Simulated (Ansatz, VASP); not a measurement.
## One calculation of Na4H, two programs

The input INCAR:

```
SYSTEM = Na4H
  ALGO = Normal
  DIPOL = 0.5 0.5 0.283
  EDIFF = 1E-6
  ENCUT = 400
  GGA = PE
  GGA_COMPAT = .FALSE.
  IDIPOL = 3
  ISIF = 2
  ISMEAR = 0
  LASPH = .TRUE.
  LCHARG = .FALSE.
  LDIPOL = .TRUE.
  LREAL = .FALSE.
  LWAVE = .FALSE.
  NBANDS = 40
  NELM = 120
  NELMDL = -8
  PREC = Accurate
  SIGMA = 0.1
```

File KPOINTS:

```
k-points
0
G
  4 4 1
  0 0 0
```

Contents of POSCAR:

```
Na4H
1.0
    7.2665054626      0.0000000000      0.0000000000
   -2.4221684875      6.8509270508      0.0000000000
    0.0000000000      0.0000000000     20.9665384335
Na H
8 2
Direct
    0.2500000000      0.2500000000      0.1907801811
    0.2500000000      0.7500000000      0.1907801811
    0.7500000000      0.2500000000      0.1907801811
    0.7500000000      0.7500000000      0.1907801811
    0.0000000000      0.0000000000      0.3322693660
    0.0000000000      0.5000000000      0.3322693660
    0.5000000000      0.0000000000      0.3322693660
    0.5000000000      0.5000000000      0.3322693660
    0.0854033960      0.3333333333      0.3689945509
    0.2479299373      0.3333333333      0.3689945509
```

Input for Ansatz:

```yaml
crystal:
  lattice:
    - [7.2665054626, 0.0, 0.0]
    - [-2.4221684875, 6.8509270508, 0.0]
    - [0.0, 0.0, 20.9665384335]
  atoms:
    - { symbol: Na, position: [0.25, 0.25, 0.1907801811] }
    - { symbol: Na, position: [0.25, 0.75, 0.1907801811] }
    - { symbol: Na, position: [0.75, 0.25, 0.1907801811] }
    - { symbol: Na, position: [0.75, 0.75, 0.1907801811] }
    - { symbol: Na, position: [0.0, 0.0, 0.332269366] }
    - { symbol: Na, position: [0.0, 0.5, 0.332269366] }
    - { symbol: Na, position: [0.5, 0.0, 0.332269366] }
    - { symbol: Na, position: [0.5, 0.5, 0.332269366] }
    - { symbol: H, position: [0.085403396, 0.3333333333, 0.3689945509] }
    - { symbol: H, position: [0.2479299373, 0.3333333333, 0.3689945509] }
basis:
  ecutwfc: 420
kpoints:
  mp_grid: { grid: [4, 4, 1] }
hamiltonian:
  xc: pbe
scf:
  occupations: { method: gaussian, width: 0.1 }
output:
  forces: true
  eigenvalues: true
efield:
  axis: 3
  dipole_correction: true
  ramp_width: 0.04
```

Alike in both runs: task single point; functional PBE; k mesh 4 × 4 × 1; occupations gaussian, width 0.1 eV; no spin polarisation.

|  | VASP | Ansatz |
| --- | --- | --- |
| version | VASP 6.6.1 | Ansatz 0.2.0 |
| potentials or method | VASP PAW PBE potentials, release 64 (Na_pv, H), cutoff 400 eV | scalar-relativistic, plane waves, PAW |
| valence electrons in the cell | 58 | 74 |

```csv
,VASP,Ansatz,Ansatz less VASP
gap on the k mesh at the Fermi level (eV),none,none,-
rms of the force components (eV/Å),0.697,0.688,-0.0092
```

Atom by atom the forces differ by 0.009 eV/Å (rms over components). A gap of «none» marks a metal or a gap that the smearing closes. VASP's potentials hold 58 valence electrons a cell and Ansatz's 74, so a difference there can come from the potentials and not from the codes.
